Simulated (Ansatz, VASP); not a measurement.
# Two plane-wave programs on NiO

Contents of INCAR:

```
SYSTEM = NiO
ALGO     = Normal         ! electronic algorithm
EDIFF    = 1E-6           ! SCF threshold, eV
ENCUT    = 700            ! plane-wave cutoff, eV
GGA      = CA             ! functional
GGA_COMPAT= .False.      
ISIF     = 2              ! what is computed and relaxed
ISMEAR   = -1             ! smearing method
ISPIN    = 2              ! spin polarisation
LASPH    = .True.         ! aspherical terms in the spheres
LCHARG   = .True.         ! write CHGCAR
LDAU     = .True.         ! DFT+U
LDAUJ    = 0 0          
LDAUL    = 2 -1           ! shell
LDAUPRINT= 1            
LDAUTYPE = 2            
LDAUU    = 6.2 0          ! U, eV
LELF     = .True.         ! ELF
LMAXMIX  = 4              ! l up to which the mixer works
LORBIT   = 11             ! projections on sites
LREAL    = .False.        ! projectors in reciprocal space
LVHAR    = .True.       
LWAVE    = .False.        ! write WAVECAR
MAGMOM   = 2 0            ! initial moments
NBANDS   = 23             ! bands
NELM     = 200            ! most SCF steps
PREC     = Accurate       ! precision mode
SIGMA    = 0.1            ! smearing width, eV
```

Contents of KPOINTS:

```
k-points
0
Gamma
  8 8 8
  0 0 0
```

Contents of POSCAR:

```
NiO
1.0
    0.0000000000      2.1004800000      2.1004800000
    2.1004800000      0.0000000000      2.1004800000
    2.1004800000      2.1004800000      0.0000000000
Ni O
1 1
Direct
    0.0000000000      0.0000000000      0.0000000000
    0.5000000000      0.5000000000      0.5000000000
```

Input for Ansatz:

```yaml
crystal:
  lattice:
    - [0.0, 2.10048, 2.10048]
    - [2.10048, 0.0, 2.10048]
    - [2.10048, 2.10048, 0.0]
  atoms:
    - { symbol: Ni, position: [0.0, 0.0, 0.0], spin: 2.0 }
    - { symbol: O, position: [0.5, 0.5, 0.5] }
magnetization:
  spin_polarized: true
hamiltonian:
  xc: lda
  pseudopotentials: { kind: paw }
  hubbard: { sites: [{ species: Ni, l: d, u_eff: 6.2 }] }
basis:
  ecutwfc: 420
kpoints:
  mp_grid: { grid: [8, 8, 8] }
scf:
  occupations: { method: fermi_dirac, width: 0.1 }
  lower_state_search: "off"
output:
  forces: true
  stress: true
```

Alike in both runs: task single point; functional LDA; k mesh 8 × 8 × 8; occupations fermi-dirac, width 0.1 eV; collinear spin; Hubbard terms Ni d U = 6.2 eV.

|  | VASP | Ansatz |
| --- | --- | --- |
| version | VASP 6.6.1 | Ansatz 0.2.0 |
| potentials or method | VASP PAW LDA potentials, release 64 (Ni_sv_GW, O), cutoff 700 eV | PAW, plane waves, scalar-relativistic |
| valence electrons in the cell | 24 | 24 |

|  | VASP | Ansatz | Ansatz less VASP |
| --- | --- | --- | --- |
| pressure (GPa) | -11.4 | -8.8 | +2.68 |
| net moment per atom (μB) | 1.00 | 1.00 | 0.000 |
| size of the moment on the site where the two differ most (μB) | 1.76 | 1.69 | -0.066 |

LDA's correlation is that of Perdew and Zunger in VASP and of Perdew and Wang (1992) in Ansatz. Site moments also hang on the region over which each program counts them. The programs project onto different local orbitals, so the same U acts differently, and such runs can settle in different states.
